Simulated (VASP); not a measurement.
# CaH (P6/mmm) in VASP: a series of runs, part 2 of 2

VASP 6.6.1.

## (3) Single point, PBE

This run uses another cell than the first one, of 16.36 Å³/atom, 0.778 times its volume.

INCAR reads:

```
SYSTEM = CaH
ALGO     = Normal         ! electronic algorithm
EDIFF    = 1E-6           ! SCF threshold, eV
ENCUT    = 520            ! plane-wave cutoff, eV
GGA      = PE             ! functional
ISIF     = 2              ! what is computed and relaxed
ISMEAR   = 0              ! smearing method
LASPH    = .TRUE.         ! aspherical terms in the spheres
LCHARG   = .FALSE.        ! write CHGCAR
LREAL    = .FALSE.        ! projectors in reciprocal space
LWAVE    = .FALSE.        ! write WAVECAR
NBANDS   = 26             ! bands
NELM     = 100            ! most SCF steps
PREC     = Accurate       ! precision mode
SIGMA    = 0.1            ! smearing width, eV
```

KPOINTS reads:

```
k-points
0
G
  6 6 4
  0 0 0
```

POSCAR reads:

```
CaH
1.0
    5.1984116780      0.0000000000      0.0000000000
   -2.5992058390      4.5019565725      0.0000000000
    0.0000000000      0.0000000000      4.1941730584
Ca H
3 3
Direct
    0.5000000000      0.0000000000      0.0000000000
    0.5000000000      0.5000000000      0.0000000000
    0.0000000000      0.5000000000      0.0000000000
    0.0000000000      0.0000000000      0.0000000000
    0.3333333333      0.6666666667      0.5000000000
    0.6666666667      0.3333333333      0.5000000000
```

Potentials or basis: VASP PAW PBE potentials, release 64 (Ca_sv, H).

Launch:

```sh
$ cat potpaw_PBE.64/Ca_sv/POTCAR potpaw_PBE.64/H/POTCAR > POTCAR
$ mpirun -np 1 vasp_std > vasp.out
```

OUTCAR:

```text
SYSTEM = CaH
   EDIFF = 1E-6
   ENCUT = 520
   GGA = PE
   ISIF = 2
   ISMEAR = 0
   LASPH = .TRUE.
   LREAL = .FALSE.
   NELM = 100
   PREC = Accurate

 ion  position               nearest neighbor table
   1  0.500  0.000  0.000-   2 2.60   3 2.60   2 2.60   3 2.60
   2  0.500  0.500  0.000-   3 2.60   3 2.60   1 2.60   1 2.60
   3  0.000  0.500  0.000-   2 2.60   2 2.60   1 2.60   1 2.60
   4  0.000  0.000  0.000-
   5  0.333  0.667  0.500-
   6  0.667  0.333  0.500-

  LATTYP: Found a hexagonal cell.
 ALAT       =     5.1984116780
 C/A-ratio  =     0.8068181818

  Lattice vectors:

 A1 = (   5.1984116780,   0.0000000000,   0.0000000000)
 A2 = (  -2.5992058390,   4.5019565725,   0.0000000000)
 A3 = (   0.0000000000,   0.0000000000,   4.1941730584)

Analysis of symmetry for initial positions (statically):
=====================================================================
 Subroutine PRICEL returns:
 Original cell was already a primitive cell.

 Routine SETGRP: Setting up the symmetry group for a
 hexagonal supercell.

 Subroutine GETGRP returns: Found 24 space group operations
 (whereof 24 operations were pure point group operations)
 out of a pool of 24 trial point group operations.

The static configuration has the point symmetry D_6h.

Analysis of symmetry for dynamics (positions and initial velocities):
=====================================================================
 Subroutine PRICEL returns:
 Original cell was already a primitive cell.

 Routine SETGRP: Setting up the symmetry group for a
 hexagonal supercell.

 Subroutine GETGRP returns: Found 24 space group operations
 (whereof 24 operations were pure point group operations)
 out of a pool of 24 trial point group operations.

The dynamic configuration has the point symmetry D_6h.

 Subroutine INISYM returns: Found 24 space group operations
 (whereof 24 operations are pure point group operations),
 and found     1 'primitive' translations

----------------------------------------------------------------------------------------

                                     Primitive cell

  volume of cell :      98.1563

  direct lattice vectors                    reciprocal lattice vectors
     5.198411678  0.000000000  0.000000000     0.192366450  0.111062822  0.000000000
    -2.599205839  4.501956573  0.000000000     0.000000000  0.222125643  0.000000000
     0.000000000  0.000000000  4.194173058     0.000000000  0.000000000  0.238426023

  length of vectors
     5.198411678  5.198411678  4.194173058     0.222125643  0.222125643  0.238426023

  position of ions in fractional coordinates (direct lattice)
     0.500000000  0.000000000  0.000000000
     0.500000000  0.500000000  0.000000000
     0.000000000  0.500000000  0.000000000
     0.000000000  0.000000000  0.000000000
     0.333333333  0.666666667  0.500000000
     0.666666667  0.333333333  0.500000000

  ion indices of the primitive-cell ions
[... 25 lines left out ...]

  Shift w.r.t. Gamma in fractional coordinates (k-lattice)
     0.000000000  0.000000000  0.000000000

 Subroutine IBZKPT returns following result:
 ===========================================

 Found     21 irreducible k-points:

 Following reciprocal coordinates:
            Coordinates               Weight
  0.000000  0.000000  0.000000      1.000000
  0.166667  0.000000  0.000000      6.000000
  0.333333  0.000000  0.000000      6.000000
  0.500000  0.000000  0.000000      3.000000
  0.166667  0.166667  0.000000      6.000000
  0.333333  0.166667  0.000000     12.000000
[... 13 lines left out ...]
  0.333333  0.166667  0.500000     12.000000
  0.333333  0.333333  0.500000      2.000000
   k-points           NKPTS =     21   k-points in BZ     NKDIM =     21   number of bands    NBANDS=     26
   number of dos      NEDOS =    301   number of ions     NIONS =      6
   total plane-waves  NPLWV =  51200
   dimension x,y,z NGX =    40 NGY =   40 NGZ =   32
   dimension x,y,z NGXF=    80 NGYF=   80 NGZF=   64
   ions per type =               3   3
   NGX,Y,Z   is equivalent  to a cutoff of  12.79, 12.79, 12.68 a.u.
   NGXF,Y,Z  is equivalent  to a cutoff of  25.58, 25.58, 25.37 a.u.
 SYSTEM =  CaH
   PREC   = accura    normal or accurate (medium, high low for compatibility)
   ISTART =      0    job   : 0-new  1-cont  2-samecut
   ICHARG =      2    charge: 1-file 2-atom 10-const
   ISPIN  =      1    spin polarized calculation?
   LNONCOLLINEAR =      F non collinear calculations
   LSORBIT =      F    spin-orbit coupling
   LASPH  =      T    aspherical Exc in radial PAW
   ENCUT  =  520.0 eV  38.22 Ry    6.18 a.u.   9.67  9.67  7.80*2*pi/ulx,y,z
   NELM   =    100;   NELMIN=  2; NELMDL= -5     # of ELM steps
   EDIFF  = 0.1E-05   stopping-criterion for ELM
   LREAL  =      F    real-space projection
   EDIFFG = 0.1E-04   stopping-criterion for IOM
   NSW    =      0    number of steps for IOM
   IBRION =     -1    ionic relax: 0-MD 1-quasi-New 2-CG
   NFREE  =      0    steps in history (QN), initial steepest desc. (CG)
   ISIF   =      2    stress and relaxation
   ISYM   =      2    0-nonsym 1-usesym 2-fastsym
   POTIM  = 0.5000    time-step for ionic-motion
   TEBEG  =    0.0;   TEEND  =   0.0 temperature during run
   PSTRESS=    0.0 pullay stress
   NELECT =      33.0000    total number of electrons
   NUPDOWN=      -1.0000    fix difference up-down
   EMIN   =  10.00;   EMAX   =-10.00  energy-range for DOS
   EFERMI =   0.00;   METHOD = LEGACY
   ISMEAR =     0;   SIGMA  =   0.10  broadening in eV -4-tet -1-fermi 0-gaus
   EFERMI_NEDOS =   21; number of points for ismear=-14 and -15
   IALGO  =     38    algorithm
   IMIX   =      4    mixing-type and parameters
     AMIX     =   0.40;   BMIX     =  1.00
     AMIX_MAG =   1.60;   BMIX_MAG =  1.00
  volume/ion in A,a.u.               =      16.36       110.40
  Fermi-wavevector in a.u.,A,eV,Ry     =   1.138344  2.151157 17.630785  1.295826
  Thomas-Fermi vector in A             =   2.275048
   LORBIT       =      0    0 simple, 1 ext, 2 COOP (PROOUT), +10 PAW based schemes
   GGA     = PE    functional components
   LHFCALC =     F    Hartree Fock is set to
   AEXX    =    0.0000 exact exchange contribution
   IVDW    =     0    specifies the selected vdW correction
   LEPSILON=     F    determine dielectric tensor
   LRPA    =     F    only Hartree local field effects (RPA)
 non-spin polarized calculation
 Gauss-broadening in eV      SIGMA  =   0.10
  energy-cutoff  :      520.00
  volume of cell :       98.16
 maximum number of plane-waves:      2674
 NGX is ok and might be reduce to    40
   NGX = 19   NGY = 19   NGZ = 15

 number of electron      32.9999997 magnetization

 Free energy of the ion-electron system (eV)
  ---------------------------------------------------
  ext. energy  EPLUGINS =         0.00000000
  ---------------------------------------------------
  free energy    TOTEN  =       -10.94370210 eV

  energy without entropy =      -10.91391517  energy(sigma->0) =      -10.92880863

 E-fermi :   3.5252     XC(G=0):  -8.7449

 val. band max:        3.5148447268   @ k =   0.3333   0.1667   0.2500
 cond. band min:       3.5402710522   @ k =   0.3333   0.0000   0.0000
 fundamental gap:      0.0254263254
 Fermi energy:         3.5252416774

 k-point     1 :       0.0000    0.0000    0.0000
  band No.  band energies     occupation
      1     -38.6749      2.00000
      2     -37.9994      2.00000
      3     -37.9994      2.00000
      4     -21.3501      2.00000
      5     -20.2184      2.00000
      6     -20.2184      2.00000
[... 598 lines left out ...]
     25       6.8869      0.00000
     26       7.8775      0.00000

------------------------ aborting loop because EDIFF is reached ----------------------------------------

  FORCE on cell =-STRESS in cart. coord.  units (eV):
  Direction    XX          YY          ZZ          XY          YZ          ZX
  --------------------------------------------------------------------------------------
  -------------------------------------------------------------------------------------
  Total       11.9714842     11.9714842     -7.6804011      0.0000000     -0.0000000      0.0000000
  in kB      195.4070651    195.4070651   -125.3649601      0.0000000     -0.0000000      0.0000000
  external PRESSURE =      88.4830567 kB  Pullay stress =       0.0000000 kB

 VOLUME and BASIS-vectors are now :
 -----------------------------------------------------------------------------
  energy-cutoff  :      520.00
  volume of cell :       98.16
      direct lattice vectors                 reciprocal lattice vectors
     5.198411678  0.000000000  0.000000000     0.192366450  0.111062822  0.000000000
    -2.599205839  4.501956573  0.000000000     0.000000000  0.222125643  0.000000000
     0.000000000  0.000000000  4.194173058     0.000000000  0.000000000  0.238426023

 POSITION                                       TOTAL-FORCE (eV/Angst)
 -----------------------------------------------------------------------------------
      2.59921      0.00000      0.00000         0.000000      0.000000     -0.000000
      1.29960      2.25098      0.00000         0.000000      0.000000     -0.000000
     -1.29960      2.25098      0.00000         0.000000      0.000000     -0.000000
      0.00000      0.00000      0.00000         0.000000      0.000000     -0.000000
     -0.00000      3.00130      2.09709         0.000000     -0.000000     -0.000000
      2.59921      1.50065      2.09709        -0.000000      0.000000      0.000000
 -----------------------------------------------------------------------------------
    total drift:                               -0.000000      0.000000     -0.000000

  FREE ENERGIE OF THE ION-ELECTRON SYSTEM (eV)
  ---------------------------------------------------
  free  energy   TOTEN  =       -10.9437020952 eV

  energy  without entropy=      -10.9139151737  energy(sigma->0) =      -10.92880863
```

It took 32 s on 1 thread of Intel Xeon 6975P-C (Granite Rapids), shared host; peak memory 0.23 GiB.

Results:

```
Free energy : -10.9437 eV
Pressure    : 8.8 GPa
```

Stress tensor (GPa, compression positive):
```
 19.54   0.00   0.00
  0.00  19.54   0.00
  0.00   0.00 -12.54
```

Levels at points of the mesh, in eV from the Fermi level:
| k point | band 13 | band 14 | band 15 | band 16 | band 17 | band 18 | band 19 | band 20 |
| --- | --- | --- | --- | --- | --- | --- | --- | --- |
| (0.00, 0.00, 0.00) | -6.67 | -5.06 | -2.85 | -1.33 | -0.65 | -0.05 | -0.05 | 1.57 |
| (0.50, 0.00, 0.00) | -5.29 | -5.10 | -4.02 | -0.15 | 0.11 | 0.36 | 0.74 | 1.51 |
| (0.00, 0.00, 0.50) | -5.46 | -4.97 | -4.48 | -2.05 | 0.11 | 0.11 | 0.42 | 0.42 |
| (0.50, 0.00, 0.50) | -4.62 | -4.55 | -4.49 | -0.84 | -0.61 | 0.29 | 1.22 | 2.09 |

Caveat: the k points lie up to 0.37 Å⁻¹ apart.
